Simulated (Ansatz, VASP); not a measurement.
## One calculation of TaSi2, two programs

The input INCAR:

```
  PREC = Accurate
  ENCUT = 520
  EDIFF = 1E-7
  ISMEAR = 0
  SIGMA = 0.15
  LREAL = False
  LASPH = True
  NELM = 100
  ALGO = Normal
  ISIF = 2
  LWAVE = False
  LCHARG = False
  GGA = PS
  NBANDS = 38
```

File KPOINTS:

```
regular mesh
0
Gamma
  9 9 6
```

Contents of POSCAR:

```
TaSi2
1.0
    4.7613605622      0.0000000000      0.0000000000
   -2.3806802811      4.1234592035      0.0000000000
    0.0000000000      0.0000000000      6.5581204410
Ta Si
3 6
Direct
    0.2752743179      0.0000000000     -0.0652626014
    0.5000000000      0.5000000000      0.6666666667
    0.0000000000      0.5000000000      0.3333333333
    0.1592624125      0.3185248251      0.0000000000
    0.8407375875      0.1592624125      0.6666666667
    0.6814751749      0.8407375875      0.3333333333
    0.8407375875      0.6814751749      0.0000000000
    0.1592624125      0.8407375875      0.6666666667
    0.3185248251      0.1592624125      0.3333333333
```

Input for Ansatz:

```yaml
crystal:
  lattice:
    - [4.7613605622, 0.0, 0.0]
    - [-2.3806802811, 4.1234592035, 0.0]
    - [0.0, 0.0, 6.558120441]
  atoms:
    - { symbol: Ta, position: [0.2752743179, 0.0, -0.0652626014] }
    - { symbol: Ta, position: [0.5, 0.5, 0.6666666667] }
    - { symbol: Ta, position: [0.0, 0.5, 0.3333333333] }
    - { symbol: Si, position: [0.1592624125, 0.3185248251, 0.0] }
    - { symbol: Si, position: [0.8407375875, 0.1592624125, 0.6666666667] }
    - { symbol: Si, position: [0.6814751749, 0.8407375875, 0.3333333333] }
    - { symbol: Si, position: [0.8407375875, 0.6814751749, 0.0] }
    - { symbol: Si, position: [0.1592624125, 0.8407375875, 0.6666666667] }
    - { symbol: Si, position: [0.3185248251, 0.1592624125, 0.3333333333] }
basis:
  ecutwfc: 420
kpoints:
  mp_grid: { grid: [9, 9, 6] }
hamiltonian:
  xc: pbesol
  pseudopotentials: { kind: paw, azcp: { folder: soft_1 } }
scf:
  occupations: { method: gaussian, width: 0.15 }
output:
  forces: true
  stress: true
  eigenvalues: true
```

Alike in both runs: task single point; functional PBEsol; k mesh 9 × 9 × 6; occupations gaussian, width 0.15 eV; no spin polarisation.

```csv
,VASP,Ansatz
version,VASP 6.6.1,Ansatz 0.2.0
potentials or method,"VASP PAW PBE potentials, release 64 (Ta_pv, Si), cutoff 520 eV","scalar-relativistic, plane waves, PAW"
valence electrons in the cell,57,63
```

Ansatz gave:

* gap on the k mesh at the Fermi level (eV): none
* rms of the force components (eV/Å): 7.923

What did VASP give for the same quantities?

gap on the k mesh at the Fermi level (eV): none; rms of the force components (eV/Å): 7.984.

VASP's potentials were made for PBE, not for PBEsol, and Ansatz warns of the same on its side. Atom by atom the forces differ by 0.062 eV/Å (rms over components). A gap of «none» marks a metal or a gap that the smearing closes. VASP's potentials hold 57 valence electrons a cell and Ansatz's 63, so a difference there can come from the potentials and not from the codes.

Spin-orbit coupling is off throughout.
